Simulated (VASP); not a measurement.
# Pb (P6_3/mmc) in VASP: a series of runs, part 2 of 2

VASP 6.6.1. The steps go on from the part before.

**3. Single point, PBE**

The input, INCAR:

```
PREC     = Accurate       # precision mode
ENCUT    = 520            # plane-wave cutoff, eV
EDIFF    = 1E-7           # SCF threshold, eV
ISMEAR   = -1             # smearing method
SIGMA    = 0.05           # smearing width, eV
LREAL    = False          # projectors in reciprocal space
LASPH    = True           # aspherical terms in the spheres
NELM     = 80             # most SCF steps
ALGO     = Normal         # electronic algorithm
ISIF     = 2              # what is computed and relaxed
LWAVE    = False          # write WAVECAR
LCHARG   = False          # write CHGCAR
GGA      = PE             # functional
NBANDS   = 21             # bands
```

The input, KPOINTS:

```
Automatic mesh
0
Gamma
  12 12 7
```

The input, POSCAR:

```
Pb
1.0
    3.4800006906      0.0000000000      0.0000000000
   -1.7400003453      3.0137690032      0.0000000000
    0.0000000000      0.0000000000      5.5900000000
Pb
2
Direct
    0.3333333333      0.6666666667      0.2500000000
    0.6666666667      0.3333333333      0.7500000000
```

Potentials or basis: VASP PAW PBE potentials, release 64 (Pb_d).

Command:

```sh
$ cat potpaw_PBE.64/Pb_d/POTCAR > POTCAR
$ mpirun -np 1 vasp_std > vasp.out
```

OUTCAR:

```text
PREC = Accurate
   ENCUT = 520
   EDIFF = 1E-7
   ISMEAR = -1
   LREAL = False
   LASPH = True
   NELM = 80
   ISIF = 2
   GGA = PE

 ion  position               nearest neighbor table
   1  0.333  0.667  0.250-   2 3.44   2 3.44   2 3.44   2 3.44   2 3.44   2 3.44
   2  0.667  0.333  0.750-   1 3.44   1 3.44   1 3.44   1 3.44   1 3.44   1 3.44

  LATTYP: Found a hexagonal cell.
 ALAT       =     3.4800006906
 C/A-ratio  =     1.6063215203

  Lattice vectors:

 A1 = (   3.4800006906,   0.0000000000,   0.0000000000)
 A2 = (  -1.7400003453,   3.0137690032,   0.0000000000)
 A3 = (   0.0000000000,   0.0000000000,   5.5900000000)

Analysis of symmetry for initial positions (statically):
=====================================================================
 Subroutine PRICEL returns:
 Original cell was already a primitive cell.

 Routine SETGRP: Setting up the symmetry group for a
 hexagonal supercell.

 Subroutine GETGRP returns: Found 24 space group operations
 (whereof 12 operations were pure point group operations)
 out of a pool of 24 trial point group operations.

The static configuration has the point symmetry D_3d.
 The point group associated with its full space group is D_6h.

Analysis of symmetry for dynamics (positions and initial velocities):
=====================================================================
 Subroutine PRICEL returns:
 Original cell was already a primitive cell.

 Routine SETGRP: Setting up the symmetry group for a
 hexagonal supercell.

 Subroutine GETGRP returns: Found 24 space group operations
 (whereof 12 operations were pure point group operations)
 out of a pool of 24 trial point group operations.

The dynamic configuration has the point symmetry D_3d.
 The point group associated with its full space group is D_6h.

 Subroutine INISYM returns: Found 24 space group operations
 (whereof 12 operations are pure point group operations),
 and found     1 'primitive' translations

----------------------------------------------------------------------------------------

                                     Primitive cell

  volume of cell :      58.6275

  direct lattice vectors                    reciprocal lattice vectors
     3.480000691  0.000000000  0.000000000     0.287356265  0.165905217  0.000000000
    -1.740000345  3.013769003  0.000000000     0.000000000  0.331810434  0.000000000
     0.000000000  0.000000000  5.590000000     0.000000000  0.000000000  0.178890877

  length of vectors
     3.480000691  3.480000691  5.590000000     0.331810434  0.331810434  0.178890877

  position of ions in fractional coordinates (direct lattice)
     0.333333333  0.666666667  0.250000000
     0.666666667  0.333333333  0.750000000

  ion indices of the primitive-cell ions
   primitive index   ion index
                 1           1
                 2           2

----------------------------------------------------------------------------------------

 KPOINTS: Automatic mesh

Automatic generation of k-mesh.
 Grid dimensions read from file:
 generate k-points for:   12   12    7

 Generating k-lattice:

  Cartesian coordinates                     Fractional coordinates (reciprocal lattice)
     0.023946355  0.013825435  0.000000000     0.083333333  0.000000000  0.000000000
     0.000000000  0.027650869  0.000000000     0.000000000  0.083333333  0.000000000
     0.000000000  0.000000000  0.025555840     0.000000000  0.000000000  0.142857143

  Length of vectors
     0.027650869  0.027650869  0.025555840

  Shift w.r.t. Gamma in fractional coordinates (k-lattice)
     0.000000000  0.000000000  0.000000000

 Subroutine IBZKPT returns following result:
 ===========================================

 Found     76 irreducible k-points:

 Following reciprocal coordinates:
            Coordinates               Weight
  0.000000  0.000000  0.000000      1.000000
  0.083333  0.000000  0.000000      6.000000
  0.166667  0.000000  0.000000      6.000000
  0.250000  0.000000  0.000000      6.000000
  0.333333  0.000000  0.000000      6.000000
  0.416667  0.000000  0.000000      6.000000
[... 16 lines left out ...]
  0.250000  0.000000  0.142857     12.000000
  0.333333  0.000000  0.142857     12.000000
 [... further k-points ...]
   k-points           NKPTS =     76   k-points in BZ     NKDIM =     76   number of bands    NBANDS=     21
   number of dos      NEDOS =    301   number of ions     NIONS =      2
   total plane-waves  NPLWV =  32928
   dimension x,y,z NGX =    28 NGY =   28 NGZ =   42
   dimension x,y,z NGXF=    56 NGYF=   56 NGZF=   84
   ions per type =               2
   NGX,Y,Z   is equivalent  to a cutoff of  13.38, 13.38, 12.49 a.u.
   NGXF,Y,Z  is equivalent  to a cutoff of  26.75, 26.75, 24.98 a.u.
 SYSTEM =  unknown system
   PREC   = accura    normal or accurate (medium, high low for compatibility)
   ISTART =      0    job   : 0-new  1-cont  2-samecut
   ICHARG =      2    charge: 1-file 2-atom 10-const
   ISPIN  =      1    spin polarized calculation?
   LNONCOLLINEAR =      F non collinear calculations
   LSORBIT =      F    spin-orbit coupling
   LASPH  =      T    aspherical Exc in radial PAW
   ENCUT  =  520.0 eV  38.22 Ry    6.18 a.u.   6.47  6.47 10.39*2*pi/ulx,y,z
   NELM   =     80;   NELMIN=  2; NELMDL= -5     # of ELM steps
   EDIFF  = 0.1E-06   stopping-criterion for ELM
   LREAL  =      F    real-space projection
   EDIFFG = 0.1E-05   stopping-criterion for IOM
   NSW    =      0    number of steps for IOM
   IBRION =     -1    ionic relax: 0-MD 1-quasi-New 2-CG
   NFREE  =      0    steps in history (QN), initial steepest desc. (CG)
   ISIF   =      2    stress and relaxation
   ISYM   =      2    0-nonsym 1-usesym 2-fastsym
   POTIM  = 0.5000    time-step for ionic-motion
   TEBEG  =    0.0;   TEEND  =   0.0 temperature during run
   PSTRESS=    0.0 pullay stress
   NELECT =      28.0000    total number of electrons
   NUPDOWN=      -1.0000    fix difference up-down
   EMIN   =  10.00;   EMAX   =-10.00  energy-range for DOS
   EFERMI =   0.00;   METHOD = LEGACY
   ISMEAR =    -1;   SIGMA  =   0.05  broadening in eV -4-tet -1-fermi 0-gaus
   EFERMI_NEDOS =   21; number of points for ismear=-14 and -15
   IALGO  =     38    algorithm
   IMIX   =      4    mixing-type and parameters
     AMIX     =   0.40;   BMIX     =  1.00
     AMIX_MAG =   1.60;   BMIX_MAG =  1.00
  volume/ion in A,a.u.               =      29.31       197.82
  Fermi-wavevector in a.u.,A,eV,Ry     =   1.279658  2.418202 22.279864  1.637524
  Thomas-Fermi vector in A             =   2.412130
   LORBIT       =      0    0 simple, 1 ext, 2 COOP (PROOUT), +10 PAW based schemes
   GGA     = PE    functional components
[... 5 lines left out ...]
 non-spin polarized calculation
  energy-cutoff  :      520.00
  volume of cell :       58.63
 maximum number of plane-waves:      1617
 NGX is ok and might be reduce to    28
   NGX = 13   NGY = 13   NGZ = 21

 number of electron      28.0000005 magnetization

 Free energy of the ion-electron system (eV)
  ---------------------------------------------------
  ext. energy  EPLUGINS =         0.00000000
  ---------------------------------------------------
  free energy    TOTEN  =        -7.02811490 eV

  energy without entropy =       -7.01670259  energy(sigma->0) =       -7.02240874

 E-fermi :   7.6494     XC(G=0): -10.3506

 val. band max:        7.6461811778   @ k =   0.3333   0.0833   0.0000
 cond. band min:       7.6633220335   @ k =   0.4167   0.0833   0.1429
 fundamental gap:      0.0171408556
 Fermi energy:         7.6494128981

 k-point     1 :       0.0000    0.0000    0.0000
  band No.  band energies     occupation
      1      -9.4791      2.00000
      2      -9.4317      2.00000
      3      -9.4102      2.00000
      4      -9.4102      2.00000
      5      -9.3853      2.00000
      6      -9.3853      2.00000
[... 13 lines left out ...]
     20      16.7001      0.00000
     21      19.1720      0.00000

 k-point     2 :       0.0833    0.0000    0.0000
  band No.  band energies     occupation
      1      -9.4741      2.00000
      2      -9.4393      2.00000
      3      -9.3952      2.00000
      4      -9.3930      2.00000
      5      -9.3817      2.00000
      6      -9.3687      2.00000
[... 13 lines left out ...]
     20      17.3061      0.00000
     21      18.6117      0.00000
[... 487 lines left out ...]
      5      -9.3537      2.00000
      6      -9.2895      2.00000
[... 13 lines left out ...]
     20      16.5006      0.00000
     21      17.5969      0.00000

 k-point    24 :       0.3333    0.0000    0.1429
  band No.  band energies     occupation
      1      -9.5570      2.00000
      2      -9.4730      2.00000
      3      -9.4301      2.00000
      4      -9.4079      2.00000
      5      -9.3235      2.00000
      6      -9.2915      2.00000
[... 13 lines left out ...]
     20      15.9161      0.00000
     21      18.0813      0.00000

 [... further k-points ...]
[... 5 lines left out ...]
  --------------------------------------------------------------------------------------
  -------------------------------------------------------------------------------------
  Total        1.3997373      1.3997373      1.4826191      0.0000000      0.0000000      0.0000000
  in kB       38.2521637     38.2521637     40.5171662      0.0000000      0.0000000      0.0000000
  external PRESSURE =      39.0071645 kB  Pullay stress =       0.0000000 kB

 VOLUME and BASIS-vectors are now :
 -----------------------------------------------------------------------------
  energy-cutoff  :      520.00
  volume of cell :       58.63
      direct lattice vectors                 reciprocal lattice vectors
     3.480000691  0.000000000  0.000000000     0.287356265  0.165905217  0.000000000
    -1.740000345  3.013769003  0.000000000     0.000000000  0.331810434  0.000000000
     0.000000000  0.000000000  5.590000000     0.000000000  0.000000000  0.178890877

 POSITION                                       TOTAL-FORCE (eV/Angst)
 -----------------------------------------------------------------------------------
     -0.00000      2.00918      1.39750         0.000000     -0.000000      0.000000
      1.74000      1.00459      4.19250        -0.000000      0.000000      0.000000
 -----------------------------------------------------------------------------------
    total drift:                               -0.000000      0.000000      0.000000

  FREE ENERGIE OF THE ION-ELECTRON SYSTEM (eV)
  ---------------------------------------------------
  free  energy   TOTEN  =        -7.0281149006 eV

  energy  without entropy=       -7.0167025853  energy(sigma->0) =       -7.02240874
```

Run time: 35 s. Hardware: 1 thread of Intel Xeon 6975P-C (Granite Rapids), shared host; peak memory 0.22 GiB.

What came out:

| Property | Result |
| --- | --- |
| Free energy | -7.0281 eV |
| Pressure | 3.9 GPa |
| Band gap on the k mesh | zero (band 14 reaches 13.32 eV, above the bottom of band 15 at 5.60 eV) |

Stress tensor (GPa, compression positive):
```
3.83 0.00 0.00
0.00 3.83 0.00
0.00 0.00 4.05
```

Caveat: spin-orbit coupling is left out, which moves the levels of the heavy elements.

**4. Single point, PBE (equal xx and yy strain of -2 %)**

The input, INCAR:

```
ALGO = Normal ; EDIFF = 1E-7
ENCUT = 520 ; GGA = PE
ISIF = 2 ; ISMEAR = -1
LASPH = True ; LCHARG = True
LELF = True ; LREAL = False
LVHAR = True ; LWAVE = False
NBANDS = 21 ; NELM = 100
PREC = Accurate ; SIGMA = 0.05
```

The input, KPOINTS:

```
k-points
0
Gamma
  12 12 7
```

The input, POSCAR:

```
Pb
1.0
    3.4104006768      0.0000000000      0.0000000000
   -1.7052003384      2.9534936231      0.0000000000
    0.0000000000      0.0000000000      5.5900000000
Pb
2
Direct
    0.3333333333      0.6666666667      0.2500000000
    0.6666666667      0.3333333333      0.7500000000
```

Command:

```sh
$ cat potpaw_PBE.64/Pb_d/POTCAR > POTCAR
$ mpirun -np 1 vasp_std > vasp.out
```

Run time: 36 s. Hardware: 1 thread of Intel Xeon 6975P-C (Granite Rapids), shared host; peak memory 0.2 GiB.

Results (log left out):

- Free energy: -6.9515 eV
- Pressure: 6.6 GPa
- Band gap on the k mesh: zero (band 14 reaches 14.27 eV, above the bottom of band 15 at 6.02 eV)

Stress tensor (GPa, compression positive):
```
6.69 0.00 0.00
0.00 6.69 0.00
0.00 0.00 6.55
```

Levels at points of the mesh, in eV from the Fermi level:
```tsv
k point	band 12	band 13	band 14	band 15	band 16	band 17
(0.00, 0.00, 0.00)	-8.21	-4.56	6.07	6.07	8.00	8.00
(0.50, 0.00, 0.00)	-7.14	-3.03	-1.61	-0.56	1.80	2.19
```

Caveat: the cell differs from its parent crystal (equal xx and yy strain of -2 %); spin-orbit coupling is left out, which moves the levels of the heavy elements.

**5. Single point, PBE (equal xx and yy strain of +1 %)**

The input, INCAR:

```
SYSTEM = Pb
  ALGO = Normal
  EDIFF = 1E-6
  ENCUT = 520
  GGA = PE
  ISIF = 2
  ISMEAR = -1
  LASPH = .True.
  LCHARG = .True.
  LELF = .True.
  LREAL = .False.
  LVHAR = .True.
  LWAVE = .False.
  NBANDS = 21
  NELM = 60
  PREC = Accurate
  SIGMA = 0.05
```

The input, KPOINTS:

```
k-points
0
Gamma
  12 12 7
  0 0 0
```

The input, POSCAR:

```
Pb
1.0
    3.5148006975      0.0000000000      0.0000000000
   -1.7574003488      3.0439066932      0.0000000000
    0.0000000000      0.0000000000      5.5900000000
Pb
2
Direct
    0.3333333333      0.6666666667      0.2500000000
    0.6666666667      0.3333333333      0.7500000000
```

Command:

```sh
$ cat potpaw_PBE.64/Pb_d/POTCAR > POTCAR
$ mpirun -np 1 vasp_std > vasp.out
```

It took 33 s on 1 thread of Intel Xeon 6975P-C (Granite Rapids), shared host; peak memory 0.22 GiB.

The run converged. Its results:

```
Free energy            : -7.0523 eV
Pressure               : 2.8 GPa
Band gap on the k mesh : zero (band 14 reaches 12.86 eV, above the bottom of band 15 at 5.40 eV)
```

Stress tensor (GPa, compression positive):
```
2.62 0.00 0.00
0.00 2.62 0.00
0.00 0.00 3.09
```

Levels at points of the mesh, in eV from the Fermi level:
| k point | band 12 | band 13 | band 14 | band 15 | band 16 | band 17 |
| --- | --- | --- | --- | --- | --- | --- |
| (0.00, 0.00, 0.00) | -7.90 | -4.19 | 5.36 | 5.36 | 7.25 | 7.25 |
| (0.50, 0.00, 0.00) | -7.16 | -2.83 | -1.31 | -0.52 | 1.77 | 1.87 |

Caveat: the cell differs from its parent crystal (equal xx and yy strain of +1 %); spin-orbit coupling is left out, which moves the levels of the heavy elements.

**6. Single point, PBE (equal xx and yy strain of +3 %)**

The input, INCAR:

```
  PREC = Accurate
  ENCUT = 520
  EDIFF = 1E-7
  ISMEAR = -1
  SIGMA = 0.05
  LREAL = F
  LASPH = T
  NELM = 100
  ALGO = Normal
  ISIF = 2
  LWAVE = F
  LCHARG = F
  GGA = PE
  NBANDS = 21
```

The input, KPOINTS:

```
Automatic mesh
0
Gamma
  12 12 7
```

The input, POSCAR:

```
Pb
1.0
    3.5844007113      0.0000000000      0.0000000000
   -1.7922003557      3.1041820733      0.0000000000
    0.0000000000      0.0000000000      5.5900000000
Pb
2
Direct
    0.3333333333      0.6666666667      0.2500000000
    0.6666666667      0.3333333333      0.7500000000
```

Potentials or basis: VASP PAW PBE potentials, release 64 (Pb_d).

Command:

```sh
$ cat potpaw_PBE.64/Pb_d/POTCAR > POTCAR
$ mpirun -np 1 vasp_std > vasp.out
```

Run time: 34 s. Hardware: 1 thread of Intel Xeon 6975P-C (Granite Rapids), shared host; peak memory 0.22 GiB.

Results (log left out):

```
Free energy            : -7.0758 eV
Pressure               : 0.9 GPa
Band gap on the k mesh : zero (band 14 reaches 12.00 eV, above the bottom of band 15 at 5.03 eV)
```

Stress tensor (GPa, compression positive):
```
0.45 0.00 0.00
0.00 0.45 0.00
0.00 0.00 1.75
```

Levels at points of the mesh, in eV from the Fermi level:
| k point | band 11 | band 12 | band 13 | band 14 | band 15 | band 16 | band 17 | band 18 |
| --- | --- | --- | --- | --- | --- | --- | --- | --- |
| (0.00, 0.00, 0.00) | -11.56 | -7.70 | -3.94 | 4.95 | 4.95 | 6.82 | 6.82 | 8.10 |
| (0.50, 0.00, 0.00) | -8.40 | -7.16 | -2.68 | -1.11 | -0.46 | 1.70 | 1.78 | 5.50 |

Caveat: the cell differs from its parent crystal (equal xx and yy strain of +3 %); spin-orbit coupling is left out, which moves the levels of the heavy elements.

**7. Overview**

| cell | gap on the mesh (eV) | pressure (GPa) |
| --- | --- | --- |
| a = 3.480, b = 3.480, c = 5.590 Å, angles 90.0, 90.0, 120.0°, 2 atoms | none | 3.9 |
| a = 3.410, b = 3.410, c = 5.590 Å, angles 90.0, 90.0, 120.0°, 2 atoms | none | 6.6 |
| a = 3.515, b = 3.515, c = 5.590 Å, angles 90.0, 90.0, 120.0°, 2 atoms | none | 2.8 |
| a = 3.584, b = 3.584, c = 5.590 Å, angles 90.0, 90.0, 120.0°, 2 atoms | none | 0.9 |

Alike in all rows: task single point; level PBE; potentials or basis VASP PAW PBE potentials, release 64 (Pb_d); no spin polarisation; k mesh 12 × 12 × 7; cutoff (eV) 520; smearing fermi-dirac 0.05 eV.

Caveats: spin-orbit coupling is left out, which moves the levels of the heavy elements.

Absolute energies hang on the potentials; compare differences alone.
